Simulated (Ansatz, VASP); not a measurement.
**Two plane-wave programs on GaSb**

INCAR

```
PREC     = Accurate       # precision mode
ENCUT    = 500            # plane-wave cutoff, eV
EDIFF    = 1E-6           # SCF threshold, eV
ISMEAR   = -1             # smearing method
SIGMA    = 0.1            # smearing width, eV
LREAL    = F              # projectors in reciprocal space
LASPH    = T              # aspherical terms in the spheres
NELM     = 120            # most SCF steps
ALGO     = Normal         # electronic algorithm
ISIF     = 2              # what is computed and relaxed
LWAVE    = F              # write WAVECAR
LCHARG   = T              # write CHGCAR
LELF     = T              # ELF
LVHAR    = T            
NBANDS   = 16             # bands
GGA_COMPAT= F
```

File KPOINTS:

```
Automatic mesh
0
Gamma
  8 8 8
```

POSCAR

```
GaSb
1.0
   -1.5559010000      2.6750030000      2.8933130000
    1.5559010000     -2.6750030000      2.8933130000
    1.5559010000      2.6750030000     -2.8933130000
Ga Sb
1 1
Direct
    0.0000000000      0.0000000000      0.0000000000
    0.5000000000      0.5000000000      0.0000000000
```

Input for Ansatz:

```yaml
crystal:
  lattice:
    - [-1.555901, 2.675003, 2.893313]
    - [1.555901, -2.675003, 2.893313]
    - [1.555901, 2.675003, -2.893313]
  atoms:
    - { symbol: Ga, position: [0.0, 0.0, 0.0] }
    - { symbol: Sb, position: [0.5, 0.5, 0.0] }
basis:
  ecutwfc: 500.0
kpoints:
  mp_grid:
    grid: [8, 8, 8]
hamiltonian:
  xc: lda
scf:
  convergence:
    dr2_threshold: 1.0e-09
  occupations:
    method: fermi_dirac
    width: 0.1
output:
  stress: true
```

Alike in both runs: task single point; functional LDA; k mesh 8 × 8 × 8; occupations fermi-dirac, width 0.1 eV; no spin polarisation.

|  | VASP | Ansatz |
| --- | --- | --- |
| version | VASP 6.6.1 | Ansatz 0.2.0 |
| potentials or method | VASP PAW LDA potentials, release 64 (Ga_d, Sb), cutoff 500 eV | plane waves, PAW |
| valence electrons in the cell | 18 | 28 |

|  | VASP | Ansatz | Ansatz less VASP |
| --- | --- | --- | --- |
| pressure (GPa) | -4.5 | -4.5 | 0.00 |
| traceless stress, the component that is largest in VASP (GPa) | 2.58 | 2.58 | -0.008 |

LDA's correlation is that of Perdew and Zunger in VASP and of Perdew and Wang (1992) in Ansatz. VASP's potentials hold 18 valence electrons a cell and Ansatz's 28, so a difference there can come from the potentials and not from the codes. Ansatz's warnings: stress scf threshold loose.

Neither program's run includes spin-orbit coupling.
